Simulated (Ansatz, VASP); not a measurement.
## Mg2Se: VASP beside Ansatz

INCAR

```
SYSTEM = Mg2Se
ALGO = Normal ; EDIFF = 1E-7
ENCUT = 520 ; GGA = PS
GGA_COMPAT = .False. ; ISIF = 2
ISMEAR = -1 ; LASPH = .True.
LCHARG = .True. ; LORBIT = 11
LORBMOM = .True. ; LREAL = .False.
LSORBIT = .True. ; LVHAR = .True.
LWAVE = .False. ; MAGMOM = 0 0 0 0 0 0 0 0 0 0 0 0 0 0 0 0 0 0
NBANDS = 36 ; NELM = 150
PREC = Accurate ; SIGMA = 0.1
```

KPOINTS

```
k-points
0
Gamma
  6 6 6
  0 0 0
```

POSCAR

```
Mg2Se
1.0
    0.0000000000      4.1532900000      0.0000000000
    4.1532900000      0.0000000000      0.0000000000
    2.0766450000      2.0766450000     -7.2770560000
Mg Se
4 2
Direct
    0.5000000000      0.0000000000      0.0000000000
    0.0000000000      0.5000000000      0.0000000000
    0.3340000000      0.3340000000      0.3320000000
    0.6660000000      0.6660000000      0.6680000000
    0.1400000000      0.1400000000      0.7200000000
    0.8600000000      0.8600000000      0.2800000000
```

Input for Ansatz:

```yaml
crystal:
  lattice:
    - [0.0, 4.15329, 0.0]
    - [4.15329, 0.0, 0.0]
    - [2.076645, 2.076645, -7.277056]
  atoms:
    - { symbol: Mg, position: [0.5, 0.0, 0.0] }
    - { symbol: Mg, position: [0.0, 0.5, 0.0] }
    - { symbol: Mg, position: [0.334, 0.334, 0.332] }
    - { symbol: Mg, position: [0.666, 0.666, 0.668] }
    - { symbol: Se, position: [0.14, 0.14, 0.72] }
    - { symbol: Se, position: [0.86, 0.86, 0.28] }
  symmetry: { tolerance: 0.0003 }
kpoints:
  mp_grid: { grid: [6, 6, 6], shift: [0, 0, 0] }
  band_path:
    path:
      - [0.0, 0.0, 0.0]
      - [0.5, 0.5, 0.5]
      - [0.5, 0.5, 0.25]
      - [0.0, 0.5, 0.0]
      - [0.0, 0.0, 0.0]
      - [0.0, 0.0, -0.5]
      - [0.0, 0.45928231, -0.27035884]
      - [0.0, 0.54071769, 0.27035884]
      - [0.0, 0.0, 0.0]
      - [0.5, 0.5, 0.5]
      - [0.45928231, 0.54071769, 0.5]
    npoints: 6
magnetization:
  noncollinear: true
  spin_orbit: true
scf:
  occupations: { method: fermi_dirac }
  lower_state_search: "off"
  max_iter: 200
hamiltonian:
  pseudopotentials: { kind: paw_fr }
  xc: pbesol
basis:
  ecutwfc: 420
  fft_grid_basis: typed
output:
  forces: true
  stress: true
  eigenvalues: true
  bader: true
  populations: true
  elf: true
  write_potential: true
  volumetric_format: npy
  dos:
    e_range: [-12, 8]
    de: 0.05
    projected: { site_lists: { Mg: [Mg], Se: [Se] } }
    method: { smearing: { sigma: 0.1, scheme: gaussian } }
checkpoint:
  read: saved_state
```

Alike in both runs: task single point; functional PBEsol; k mesh 6 × 6 × 6; non-collinear spin, spin-orbit coupling.

|  | VASP | Ansatz |
| --- | --- | --- |
| version | VASP 6.6.1 | Ansatz 0.2.0 |
| potentials or method | VASP PAW PBE potentials, release 64 (Mg, Se), cutoff 520 eV | PAW plane waves |
| occupations | fermi-dirac, width 0.1 eV | fermi-dirac |
| valence electrons in the cell | 20 | 72 |

|  | VASP | Ansatz | Ansatz less VASP |
| --- | --- | --- | --- |
| pressure (GPa) | 1.2 | 1.3 | +0.05 |
| traceless stress, the component that is largest in VASP (GPa) | -0.27 | -0.26 | +0.011 |
| rms of the force components (eV/Å) | 0.139 | 0.140 | +0.0008 |

VASP's potentials were made for PBE, not for PBEsol. Atom by atom the forces differ by 0.001 eV/Å (rms over components). VASP's potentials hold 20 valence electrons a cell and Ansatz's 72, so a difference there can come from the potentials and not from the codes.
